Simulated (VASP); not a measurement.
# B (Fm-3m) in VASP: notebook

The runs below take B through single point, relaxation of cell and atoms, with PBE.

Program: VASP 6.6.1. These are calculated values, not measurements. Logs are shortened: lines on timing, memory, paths and dates and some standing lists are left out, and cuts for length are marked.

## 1. The cell of the first run

Symmetry: Fm-3m, No. 225, cubic system. Conventional cell: a = 4.278 Å, b = 4.278 Å, c = 4.278 Å, α = 90.00°, β = 90.00°, γ = 90.00°. Within 2.5 Å of B (site symmetry -43m) lie 10 B at 1.85 to 2.14 Å. Within 2.5 Å of B (site symmetry m-3m) lie 8 B at 1.85 Å.

The cell was built from a structure type or drawn by symmetry, and may not be a known phase.

## 2. Single point, PBE

INCAR reads:

```
SYSTEM = B
ALGO = Normal
EDIFF = 1E-7
ENCUT = 520
GGA = PE
ISIF = 2
ISMEAR = 0
LASPH = .TRUE.
LCHARG = .FALSE.
LREAL = .FALSE.
LWAVE = .FALSE.
NBANDS = 12
NELM = 80
PREC = Accurate
SIGMA = 0.1
```

KPOINTS reads:

```
k-points
0
G
  18 18 18
  0 0 0
```

POSCAR reads:

```
B
1.0
    0.0000000000      2.1389243874      2.1389243874
    2.1389243874      0.0000000000      2.1389243874
    2.1389243874      2.1389243874      0.0000000000
B
3
Direct
    0.2500000000      0.2500000000      0.2500000000
    0.7500000000      0.7500000000      0.7500000000
    0.0000000000      0.0000000000      0.0000000000
```

Potentials or basis: VASP PAW PBE potentials, release 64 (B).

On the command line:

```bash
> cat potpaw_PBE.64/B/POTCAR > POTCAR
> mpirun -np 1 vasp_std > vasp.out
```

OUTCAR:

```text
SYSTEM = B
   EDIFF = 1E-7
   ENCUT = 520
   GGA = PE
   ISIF = 2
   ISMEAR = 0
   LASPH = .TRUE.
   LREAL = .FALSE.
   NELM = 80
   PREC = Accurate

 ion  position               nearest neighbor table
   1  0.250  0.250  0.250-   3 1.85   3 1.85   3 1.85   3 1.85   2 2.14   2 2.14   2 2.14   2 2.14
                             2 2.14   2 2.14
   2  0.750  0.750  0.750-   3 1.85   3 1.85   3 1.85   3 1.85   1 2.14   1 2.14   1 2.14   1 2.14
                             1 2.14   1 2.14
   3  0.000  0.000  0.000-   1 1.85   2 1.85   2 1.85   2 1.85   2 1.85   1 1.85   1 1.85   1 1.85

  LATTYP: Found a face centered cubic cell.
 ALAT       =     4.2778487748

  Lattice vectors:

 A1 = (   0.0000000000,   2.1389243874,   2.1389243874)
 A2 = (   2.1389243874,   0.0000000000,   2.1389243874)
 A3 = (   2.1389243874,   2.1389243874,   0.0000000000)

Analysis of symmetry for initial positions (statically):
=====================================================================
 Subroutine PRICEL returns:
 Original cell was already a primitive cell.

 Routine SETGRP: Setting up the symmetry group for a
 face centered cubic supercell.

 Subroutine GETGRP returns: Found 48 space group operations
 (whereof 48 operations were pure point group operations)
 out of a pool of 48 trial point group operations.

The static configuration has the point symmetry O_h .

Analysis of symmetry for dynamics (positions and initial velocities):
=====================================================================
 Subroutine PRICEL returns:
 Original cell was already a primitive cell.

 Routine SETGRP: Setting up the symmetry group for a
 face centered cubic supercell.

 Subroutine GETGRP returns: Found 48 space group operations
 (whereof 48 operations were pure point group operations)
 out of a pool of 48 trial point group operations.

The dynamic configuration has the point symmetry O_h .

 Subroutine INISYM returns: Found 48 space group operations
 (whereof 48 operations are pure point group operations),
 and found     1 'primitive' translations

----------------------------------------------------------------------------------------

                                     Primitive cell

  volume of cell :      19.5711

  direct lattice vectors                    reciprocal lattice vectors
     0.000000000  2.138924387  2.138924387    -0.233762354  0.233762354  0.233762354
     2.138924387  0.000000000  2.138924387     0.233762354 -0.233762354  0.233762354
     2.138924387  2.138924387  0.000000000     0.233762354  0.233762354 -0.233762354

  length of vectors
     3.024895878  3.024895878  3.024895878     0.404888274  0.404888274  0.404888274

  position of ions in fractional coordinates (direct lattice)
     0.250000000  0.250000000  0.250000000
     0.750000000  0.750000000  0.750000000
     0.000000000  0.000000000  0.000000000

  ion indices of the primitive-cell ions
   primitive index   ion index
                 1           1
                 2           2
                 3           3

----------------------------------------------------------------------------------------

 KPOINTS: k-points

Automatic generation of k-mesh.
 Grid dimensions read from file:
 generate k-points for:   18   18   18

 Generating k-lattice:

  Cartesian coordinates                     Fractional coordinates (reciprocal lattice)
    -0.012986797  0.012986797  0.012986797     0.055555556  0.000000000  0.000000000
     0.012986797 -0.012986797  0.012986797     0.000000000  0.055555556  0.000000000
     0.012986797  0.012986797 -0.012986797     0.000000000  0.000000000  0.055555556

  Length of vectors
     0.022493793  0.022493793  0.022493793

  Shift w.r.t. Gamma in fractional coordinates (k-lattice)
     0.000000000  0.000000000  0.000000000

 Subroutine IBZKPT returns following result:
 ===========================================

 Found    195 irreducible k-points:

 Following reciprocal coordinates:
            Coordinates               Weight
  0.000000  0.000000  0.000000      1.000000
  0.055556  0.000000  0.000000      8.000000
  0.111111  0.000000  0.000000      8.000000
  0.166667  0.000000  0.000000      8.000000
  0.222222  0.000000  0.000000      8.000000
  0.277778  0.000000  0.000000      8.000000
[... 16 lines left out ...]
 -0.277778  0.055556  0.000000     24.000000
 -0.222222  0.055556  0.000000     24.000000
 [... further k-points ...]
   k-points           NKPTS =    195   k-points in BZ     NKDIM =    195   number of bands    NBANDS=     12
   number of dos      NEDOS =    301   number of ions     NIONS =      3
   total plane-waves  NPLWV =  13824
   dimension x,y,z NGX =    24 NGY =   24 NGZ =   24
   dimension x,y,z NGXF=    48 NGYF=   48 NGZF=   48
   ions per type =               3
   NGX,Y,Z   is equivalent  to a cutoff of  13.19, 13.19, 13.19 a.u.
   NGXF,Y,Z  is equivalent  to a cutoff of  26.38, 26.38, 26.38 a.u.
 SYSTEM =  B
   PREC   = accura    normal or accurate (medium, high low for compatibility)
   ISTART =      0    job   : 0-new  1-cont  2-samecut
   ICHARG =      2    charge: 1-file 2-atom 10-const
   ISPIN  =      1    spin polarized calculation?
   LNONCOLLINEAR =      F non collinear calculations
   LSORBIT =      F    spin-orbit coupling
   LASPH  =      T    aspherical Exc in radial PAW
   ENCUT  =  520.0 eV  38.22 Ry    6.18 a.u.   5.62  5.62  5.62*2*pi/ulx,y,z
   NELM   =     80;   NELMIN=  2; NELMDL= -5     # of ELM steps
   EDIFF  = 0.1E-06   stopping-criterion for ELM
   LREAL  =      F    real-space projection
   EDIFFG = 0.1E-05   stopping-criterion for IOM
   NSW    =      0    number of steps for IOM
   IBRION =     -1    ionic relax: 0-MD 1-quasi-New 2-CG
   NFREE  =      0    steps in history (QN), initial steepest desc. (CG)
   ISIF   =      2    stress and relaxation
   ISYM   =      2    0-nonsym 1-usesym 2-fastsym
   POTIM  = 0.5000    time-step for ionic-motion
   TEBEG  =    0.0;   TEEND  =   0.0 temperature during run
   PSTRESS=    0.0 pullay stress
   NELECT =       9.0000    total number of electrons
   NUPDOWN=      -1.0000    fix difference up-down
   EMIN   =  10.00;   EMAX   =-10.00  energy-range for DOS
   EFERMI =   0.00;   METHOD = LEGACY
   ISMEAR =     0;   SIGMA  =   0.10  broadening in eV -4-tet -1-fermi 0-gaus
   EFERMI_NEDOS =   21; number of points for ismear=-14 and -15
   IALGO  =     38    algorithm
   IMIX   =      4    mixing-type and parameters
     AMIX     =   0.40;   BMIX     =  1.00
     AMIX_MAG =   1.60;   BMIX_MAG =  1.00
  volume/ion in A,a.u.               =       6.52        44.02
  Fermi-wavevector in a.u.,A,eV,Ry     =   1.263621  2.387898 21.724947  1.596739
  Thomas-Fermi vector in A             =   2.396969
   LORBIT       =      0    0 simple, 1 ext, 2 COOP (PROOUT), +10 PAW based schemes
   GGA     = PE    functional components
   LHFCALC =     F    Hartree Fock is set to
   AEXX    =    0.0000 exact exchange contribution
   IVDW    =     0    specifies the selected vdW correction
   LEPSILON=     F    determine dielectric tensor
   LRPA    =     F    only Hartree local field effects (RPA)
 non-spin polarized calculation
 Gauss-broadening in eV      SIGMA  =   0.10
  energy-cutoff  :      520.00
  volume of cell :       19.57
 maximum number of plane-waves:       544
   NGX = 11   NGY = 11   NGZ = 11

 number of electron       9.0000000 magnetization

 Free energy of the ion-electron system (eV)
  ---------------------------------------------------
  ext. energy  EPLUGINS =         0.00000000
  ---------------------------------------------------
  free energy    TOTEN  =       -17.85265908 eV

  energy without entropy =      -17.84695909  energy(sigma->0) =      -17.84980909

 E-fermi :   9.2843     XC(G=0): -12.3374

 val. band max:        9.2725671520   @ k =   0.3333   0.1111   0.0556
 cond. band min:       9.2962107999   @ k =   0.5000   0.1111   0.0000
 fundamental gap:      0.0236436480
 Fermi energy:         9.2843492904

 k-point     1 :       0.0000    0.0000    0.0000
  band No.  band energies     occupation
      1      -8.8997      2.00000
      2       7.9606      2.00000
      3       7.9606      2.00000
      4       7.9606      2.00000
      5       9.0224      1.99979
      6       9.0224      1.99979
      7       9.0224      1.99979
      8      15.7759      0.00000
      9      17.2780      0.00000
     10      17.2780      0.00000
     11      17.2780      0.00000
     12      19.4031      0.00000

 k-point     2 :       0.0556    0.0000    0.0000
  band No.  band energies     occupation
      1      -8.8399      2.00000
      2       6.9536      2.00000
      3       7.6719      2.00000
      4       7.6719      2.00000
      5       9.3242      0.57294
      6       9.3242      0.57294
      7       9.8453      0.00000
      8      15.8772      0.00000
      9      17.1072      0.00000
     10      17.1072      0.00000
     11      17.2386      0.00000
     12      19.6092      0.00000

 k-point     3 :       0.1111    0.0000    0.0000
  band No.  band energies     occupation
      1      -8.6606      2.00000
      2       5.4719      2.00000
      3       7.1836      2.00000
      4       7.1836      2.00000
      5       9.8177      0.00000
      6       9.8177      0.00000
      7      10.7818      0.00000
      8      16.0686      0.00000
      9      16.7782      0.00000
     10      16.7782      0.00000
     11      17.2785      0.00000
     12      20.1665      0.00000
[... 286 lines left out ...]
 k-point    23 :      -0.2778    0.0556    0.0000
  band No.  band energies     occupation
      1      -7.1543      2.00000
      2       0.5217      2.00000
      3       5.0348      2.00000
      4       6.4464      2.00000
      5       9.6151      0.00000
      6      10.6567      0.00000
      7      12.4670      0.00000
      8      15.8683      0.00000
      9      17.0265      0.00000
     10      18.0947      0.00000
     11      20.0712      0.00000
     12      23.2533      0.00000

 k-point    24 :      -0.2222    0.0556    0.0000
  band No.  band energies     occupation
      1      -7.7273      2.00000
      2       1.9591      2.00000
      3       5.2422      2.00000
      4       6.8818      2.00000
      5       9.6130      0.00000
      6      10.9364      0.00000
      7      12.2064      0.00000
      8      15.9811      0.00000
      9      16.2829      0.00000
     10      17.3413      0.00000
     11      19.2657      0.00000
     12      22.3327      0.00000

 [... further k-points ...]

------------------------ aborting loop because EDIFF is reached ----------------------------------------

  FORCE on cell =-STRESS in cart. coord.  units (eV):
  Direction    XX          YY          ZZ          XY          YZ          ZX
  --------------------------------------------------------------------------------------
  -------------------------------------------------------------------------------------
  Total       -0.0034367     -0.0034367     -0.0034367      0.0000000      0.0000000     -0.0000000
  in kB       -0.2813388     -0.2813388     -0.2813388      0.0000000      0.0000000     -0.0000000
  external PRESSURE =      -0.2813388 kB  Pullay stress =       0.0000000 kB

 VOLUME and BASIS-vectors are now :
 -----------------------------------------------------------------------------
  energy-cutoff  :      520.00
  volume of cell :       19.57
      direct lattice vectors                 reciprocal lattice vectors
     0.000000000  2.138924387  2.138924387    -0.233762354  0.233762354  0.233762354
     2.138924387  0.000000000  2.138924387     0.233762354 -0.233762354  0.233762354
     2.138924387  2.138924387  0.000000000     0.233762354  0.233762354 -0.233762354

 POSITION                                       TOTAL-FORCE (eV/Angst)
 -----------------------------------------------------------------------------------
      1.06946      1.06946      1.06946        -0.000000      0.000000     -0.000000
      3.20839      3.20839      3.20839         0.000000      0.000000      0.000000
      0.00000      0.00000      0.00000        -0.000000     -0.000000     -0.000000
 -----------------------------------------------------------------------------------
    total drift:                                0.000000      0.000000      0.000000

  FREE ENERGIE OF THE ION-ELECTRON SYSTEM (eV)
  ---------------------------------------------------
  free  energy   TOTEN  =       -17.8526590843 eV

  energy  without entropy=      -17.8469590933  energy(sigma->0) =      -17.84980909
```

Wall time 42 s (1 thread of Intel Xeon 8259CL, shared host); peak memory 0.16 GiB.

Results:

```yaml
Free_energy: -17.8527 eV
Pressure: 0.0 GPa
Band_gap_on_the_k_mesh: zero (an odd number of electrons rules out a gap without spin polarisation)
```

## 3. Relaxation of cell and atoms, PBE

This run uses another cell than the first one, of 6.48 Å³/atom.

INCAR reads:

```
SYSTEM = B
PREC = Accurate
ENCUT = 600
EDIFF = 1E-7
ISMEAR = 0
SIGMA = 0.1
LREAL = .FALSE.
LASPH = .TRUE.
NELM = 100
ALGO = Normal
ISIF = 3
LWAVE = .FALSE.
LCHARG = .FALSE.
GGA = PE
IBRION = 2
NSW = 100
EDIFFG = -0.01
```

KPOINTS reads:

```
regular mesh
0
G
  18 18 18
  0 0 0
```

POSCAR reads:

```
B
1.0
    0.0000000000      2.1344333851      2.1344333851
    2.1344333851      0.0000000000      2.1344333851
    2.1344333851      2.1344333851      0.0000000000
B
3
Direct
    0.2500000000      0.2500000000      0.2500000000
    0.7500000000      0.7500000000      0.7500000000
    0.0000000000      0.0000000000      0.0000000000
```

Potentials or basis: VASP PAW PBE potentials, release 64 (B).

On the command line:

```bash
> cat potpaw_PBE.64/B/POTCAR > POTCAR
> mpirun -np 1 vasp_std > vasp.out
```

It took 61 s on 1 thread of Intel Xeon 8259CL, shared host; peak memory 0.16 GiB.

Results (log left out):

```yaml
Free_energy: -17.8552 eV
Relaxed_volume: 6.52 Å³/atom
Relaxed_cell: a = 3.025 Å, b = 3.025 Å, c = 3.025 Å, α = 60.00°, β = 60.00°, γ = 60.00°
Space_group_after_relaxing_to_0.1_Å: Fm-3m (No. 225)
Energy_gained_by_relaxing: 0.2 meV/atom
Ionic_steps: 3
Pressure_after_relaxing: 0.0 GPa
Band_gap_on_the_k_mesh: zero (an odd number of electrons rules out a gap without spin polarisation)
```

Step by step:
| step | energy change (eV) | largest force (eV/Å) | pressure (GPa) | volume (Å³) |
| --- | --- | --- | --- | --- |
| 1 | 0.0000 | 0.0000 | 1.47 | 19.45 |
| 2 | -0.0004 | 0.0000 | -0.61 | 19.62 |
| 3 | -0.0005 | 0.0000 | 0.01 | 19.57 |

Final structure:
```
B
1.0
     0.00000    2.13872    2.13872
     2.13872    0.00000    2.13872
     2.13872    2.13872    0.00000
B
3
Direct
  0.25000 0.25000 0.25000
  0.75000 0.75000 0.75000
  0.00000 0.00000 0.00000
```

Levels at points of the mesh, in eV from the Fermi level:
```tsv
k point	band 2	band 3	band 4	band 5	band 6	band 7	band 8
(0.00, 0.00, 0.00)	-1.32	-1.32	-1.32	-0.26	-0.26	-0.26	6.50
(0.50, 0.00, 0.00)	-13.01	-3.75	-3.75	0.10	0.10	3.31	6.09
(0.50, 0.50, 0.00)	-11.72	-7.62	-7.62	-2.61	0.82	9.12	9.12
```
